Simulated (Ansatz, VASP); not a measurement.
## Two plane-wave programs on Na

The input INCAR:

```
  PREC = Accurate
  ENCUT = 600
  EDIFF = 1E-6
  ISMEAR = -1
  SIGMA = 0.1
  LREAL = F
  LASPH = T
  NELM = 100
  ALGO = Normal
  ISIF = 3
  LWAVE = F
  LCHARG = F
  IBRION = 2
  NSW = 80
  EDIFFG = -0.01
```

The input KPOINTS:

```
Automatic mesh
0
Gamma
  6 6 9
```

POSCAR

```
Na
1.0
    5.9730126002      0.0000000000      0.0000000000
   -2.9865063001      5.1727806489      0.0000000000
    0.0000000000      0.0000000000      3.6614567239
Na
3
Direct
    0.0000000000      0.0000000000      0.0000000000
    0.3333333333      0.6666666667      0.5000000000
    0.6666666667      0.3333333333      0.5000000000
```

Input for Ansatz:

```yaml
crystal:
  lattice:
    - [5.9730126002, 0.0, 0.0]
    - [-2.9865063001, 5.1727806489, 0.0]
    - [0.0, 0.0, 3.6614567239]
  atoms:
    - { symbol: Na, position: [0.0, 0.0, 0.0] }
    - { symbol: Na, position: [0.3333333333, 0.6666666667, 0.5] }
    - { symbol: Na, position: [0.6666666667, 0.3333333333, 0.5] }
hamiltonian:
  xc: lda
  pseudopotentials:
    kind: paw
    azcp:
      Na: "pseudopotentials/Na.paw.azcp"
basis:
  ecutwfc: 420
  fft_grid_basis: typed
kpoints:
  mp_grid: { grid: [6, 6, 9], shift: [0, 0, 0] }
magnetization:
  spin_polarized: false
scf:
  occupations: { method: fermi_dirac, width: 0.1 }
relax:
  max_steps: 60
  f_tol: 0.01
  cell: {}
output:
  write_density: true
  write_potential: true
  elf: true
  volumetric_format: npy
```

Alike in both runs: task relaxation of cell and atoms; functional LDA; k mesh 6 × 6 × 9; occupations fermi-dirac, width 0.1 eV; no spin polarisation.

```csv
,VASP,Ansatz
version,VASP 6.6.1,Ansatz 0.2.0
potentials or method,"VASP PAW LDA potentials, release 64 (Na_pv), cutoff 600 eV","plane waves (420 eV) with PAW, scalar-relativistic"
valence electrons in the cell,21,27
```

Ansatz gave:

| Property | Result |
| --- | --- |
| relaxed volume (Å³/atom) | 33.57 |
| relaxed cell length with the largest relative difference (Å) | 5.816 |

**Question.** Estimate VASP's values.

**Answer.** Relaxed volume (Å³/atom): 33.53; relaxed cell length with the largest relative difference (Å): 5.812.

Ansatz warns that its potentials were made for another functional, while VASP's fit it. LDA's correlation is that of Perdew and Zunger in VASP and of Perdew and Wang (1992) in Ansatz. VASP's potentials hold 21 valence electrons a cell and Ansatz's 27, so a difference there can come from the potentials and not from the codes.
